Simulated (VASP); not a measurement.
Wanted: the native input for a VASP 6.6.1 run.

- Task: single point
- Functional: PBE
- Potentials or basis: VASP PAW PBE potentials, release 64 (Ge_d)
- Cutoff: 520 eV
- k mesh: 12 × 12 × 12
- Occupations: fermi-dirac, width 0.05 eV
- Spin: no spin polarisation
- Dipole correction: no
- Further INCAR settings: ALGO = Normal; EDIFF = 1e-06; NBANDS = 21

The structure of Ge lies in POSCAR:

```
Ge
1.0
    0.0000000000      2.8808905428      2.8808905428
    2.8808905428      0.0000000000      2.8808905428
    2.8808905428      2.8808905428      0.0000000000
Ge
2
Direct
    0.0000000000      0.0000000000      0.0000000000
    0.2500000000      0.2500000000      0.2500000000
```

The input as run:

INCAR

```
PREC = Accurate ; ENCUT = 520
EDIFF = 1E-6 ; ISMEAR = -1
SIGMA = 0.05 ; LREAL = F
LASPH = T ; NELM = 60
ALGO = Normal ; ISIF = 2
LWAVE = F ; LCHARG = F
GGA = PE ; NBANDS = 21
```

KPOINTS

```
Automatic mesh
0
Gamma
  12 12 12
```

Potentials or basis: VASP PAW PBE potentials, release 64 (Ge_d).

Command:

```console
$ cat potpaw_PBE.64/Ge_d/POTCAR > POTCAR
$ mpirun -np 1 vasp_std > vasp.out
```

Results of the run:

| Item | Value |
| --- | --- |
| Pressure | -0.1 GPa |
| Band gap on the k mesh | zero (filled and empty bands touch) |

Caveat: semilocal functionals underestimate gaps, so a narrow gap can read as zero.

Wall time 110 s on 1 thread of Intel Xeon 8259CL, with other jobs on the host, peak memory 0.2 GiB.
